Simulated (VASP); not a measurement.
Write the native input for VASP 6.6.1 that does the following.

- Task: single point
- Functional: PBE
- Potentials or basis: VASP PAW PBE potentials, release 64 (Si)
- Cutoff: 520 eV
- k mesh: 3 × 3 × 3
- Occupations: fermi-dirac, width 0.01 eV
- Spin: no spin polarisation
- Dipole correction: no
- Further INCAR settings: LREAL = Auto; ALGO = Normal; EDIFF = 1e-06; NBANDS = 138

The structure of Si (a cell with a defect) lies in POSCAR:

```
Si
1.0
    0.0000000000      8.1460500000      8.1460500000
    8.1460500000      0.0000000000      8.1460500000
    8.1460500000      8.1460500000      0.0000000000
Si
53
Direct
    0.0002273678      0.0002273678      0.3292048625
    0.0002273678      0.0002273678      0.6703404019
    0.0002273678      0.3292048625      0.0002273678
   -0.0001325541      0.3333775180      0.3333775180
    0.0002273678      0.3292048625      0.6703404019
    0.0002273678      0.6703404019      0.0002273678
    0.0002273678      0.6703404019      0.3292048625
   -0.0001173094      0.6667057698      0.6667057698
    0.3292048625      0.0002273678      0.0002273678
    0.3333775180     -0.0001325541      0.3333775180
    0.3292048625      0.0002273678      0.6703404019
    0.3333775180      0.3333775180     -0.0001325541
    0.3333775180      0.3333775180      0.3333775180
    0.3330561135      0.3330561135      0.6669438865
    0.3292048625      0.6703404019      0.0002273678
    0.3330561135      0.6669438865      0.3330561135
    0.3330561135      0.6669438865      0.6669438865
    0.6703404019      0.0002273678      0.0002273678
    0.6703404019      0.0002273678      0.3292048625
    0.6667057698     -0.0001173094      0.6667057698
    0.6703404019      0.3292048625      0.0002273678
    0.6669438865      0.3330561135      0.3330561135
    0.6669438865      0.3330561135      0.6669438865
    0.6667057698      0.6667057698     -0.0001173094
    0.6669438865      0.6669438865      0.3330561135
    0.6667057698      0.6667057698      0.6667057698
    0.0778193679      0.0778193679      0.0778193679
    0.0835128668      0.0835128668      0.4164871332
    0.0778193679      0.0778193679      0.7665418962
    0.0835128668      0.4164871332      0.0835128668
    0.0835128668      0.4164871332      0.4164871332
    0.0829467027      0.4165392428      0.7502570272
    0.0778193679      0.7665418962      0.0778193679
    0.0829467027      0.7502570272      0.4165392428
    0.0829467027      0.7502570272      0.7502570272
    0.4164871332      0.0835128668      0.0835128668
    0.4164871332      0.0835128668      0.4164871332
    0.4165392428      0.0829467027      0.7502570272
    0.4164871332      0.4164871332      0.0835128668
    0.4168073467      0.4168073467      0.4168073467
    0.4168073467      0.4168073467      0.7495779598
    0.4165392428      0.7502570272      0.0829467027
    0.4168073467      0.7495779598      0.4168073467
    0.4165392428      0.7502570272      0.7502570272
    0.7665418962      0.0778193679      0.0778193679
    0.7502570272      0.0829467027      0.4165392428
    0.7502570272      0.0829467027      0.7502570272
    0.7502570272      0.4165392428      0.0829467027
    0.7495779598      0.4168073467      0.4168073467
    0.7502570272      0.4165392428      0.7502570272
    0.7502570272      0.7502570272      0.0829467027
    0.7502570272      0.7502570272      0.4165392428
    0.7500000000      0.7500000000      0.7500000000
```

This cell differs from its parent crystal: atoms taken out, then relaxed in part.

The input as run:

INCAR

```
SYSTEM = Si
PREC = Accurate ; ENCUT = 520
EDIFF = 1E-6 ; ISMEAR = -1
SIGMA = 0.01 ; LREAL = Auto
LASPH = .TRUE. ; NELM = 60
ALGO = Normal ; ISIF = 2
LWAVE = .FALSE. ; LCHARG = .FALSE.
GGA = PE ; NBANDS = 138
```

KPOINTS

```
regular mesh
0
G
  3 3 3
  0 0 0
```

Potentials or basis: VASP PAW PBE potentials, release 64 (Si).

The run is started by

```bash
$ cat potpaw_PBE.64/Si/POTCAR > POTCAR
$ mpirun -np 1 vasp_std > vasp.out
```

Results of the run:

- Pressure: 0.8 GPa
- Largest force: 0.022 eV/Å
- Band gap on the k mesh: zero (bands 106 and 107 overlap by 0.50 eV)

Caveat: the cell differs from its parent crystal (atoms taken out, then relaxed in part).

Run time: 31 min on 1 thread of Oxide Virtual Turin-like Processor (shared host), peak memory 1.4 GiB.
